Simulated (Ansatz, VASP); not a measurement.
**Cd2HgSe3: VASP beside Ansatz**

Contents of INCAR:

```
ALGO = Normal
EDIFF = 1E-7
ENCUT = 520
GGA = PE
ISIF = 2
ISMEAR = 0
LASPH = T
LCHARG = T
LELF = T
LREAL = F
LVHAR = T
LWAVE = F
NBANDS = 66
NELM = 80
PREC = Accurate
SIGMA = 0.2
```

Contents of KPOINTS:

```
k-points
0
Gamma
  6 6 1
```

Contents of POSCAR:

```
Cd2HgSe3
1.0
    4.3987810048      0.0000000000      0.0000000000
   -2.1993905024      3.8094560958      0.0000000000
    0.0000000000      0.0000000000     21.5388148000
Cd Hg Se
4 2 6
Direct
    0.6666666667      0.3333333333      0.4992170000
    0.6666666667      0.3333333333      0.8336000000
    0.3333333333      0.6666666667      0.3336000000
    0.3333333333      0.6666666667      0.9992170000
    0.6666666667      0.3333333333      0.1670630000
    0.3333333333      0.6666666667      0.6670630000
    0.6666666667      0.3333333333      0.2930210000
    0.6666666667      0.3333333333      0.6243400000
    0.6666666667      0.3333333333      0.9586200000
    0.3333333333      0.6666666667      0.1243400000
    0.3333333333      0.6666666667      0.4586200000
    0.3333333333      0.6666666667      0.7930210000
```

Input for Ansatz:

```yaml
crystal:
  lattice:
    - [4.3987810048, 0.0, 0.0]
    - [-2.1993905024, 3.8094560958, 0.0]
    - [0.0, 0.0, 21.5388148]
  atoms:
    - { symbol: Cd, position: [0.6666666667, 0.3333333333, 0.499217] }
    - { symbol: Cd, position: [0.6666666667, 0.3333333333, 0.8336] }
    - { symbol: Cd, position: [0.3333333333, 0.6666666667, 0.3336] }
    - { symbol: Cd, position: [0.3333333333, 0.6666666667, 0.999217] }
    - { symbol: Hg, position: [0.6666666667, 0.3333333333, 0.167063] }
    - { symbol: Hg, position: [0.3333333333, 0.6666666667, 0.667063] }
    - { symbol: Se, position: [0.6666666667, 0.3333333333, 0.293021] }
    - { symbol: Se, position: [0.6666666667, 0.3333333333, 0.62434] }
    - { symbol: Se, position: [0.6666666667, 0.3333333333, 0.95862] }
    - { symbol: Se, position: [0.3333333333, 0.6666666667, 0.12434] }
    - { symbol: Se, position: [0.3333333333, 0.6666666667, 0.45862] }
    - { symbol: Se, position: [0.3333333333, 0.6666666667, 0.793021] }
basis:
  ecutwfc: 420
kpoints:
  mp_grid: { grid: [6, 6, 1] }
hamiltonian:
  xc: pbe
scf:
  occupations: { method: gaussian, width: 0.2 }
  lower_state_search: "off"
output:
  forces: true
  stress: true
  eigenvalues: true
```

Alike in both runs: task single point; functional PBE; k mesh 6 × 6 × 1; occupations gaussian, width 0.2 eV; no spin polarisation.

```csv
,VASP,Ansatz
version,VASP 6.6.1,Ansatz 0.2.0
potentials or method,"VASP PAW PBE potentials, release 64 (Cd, Hg, Se), cutoff 520 eV","scalar-relativistic, plane waves, PAW"
valence electrons in the cell,108,216
```

|  | VASP | Ansatz | Ansatz less VASP |
| --- | --- | --- | --- |
| gap on the k mesh at the Fermi level (eV) | none | none | - |
| pressure (GPa) | 0.3 | 0.0 | -0.23 |

A gap of «none» marks a metal or a gap that the smearing closes. With one functional, cell and mesh, what is left measures potentials, basis and numerics. VASP's potentials hold 108 valence electrons a cell and Ansatz's 216, so a difference there can come from the potentials and not from the codes.

Spin-orbit coupling is off throughout.
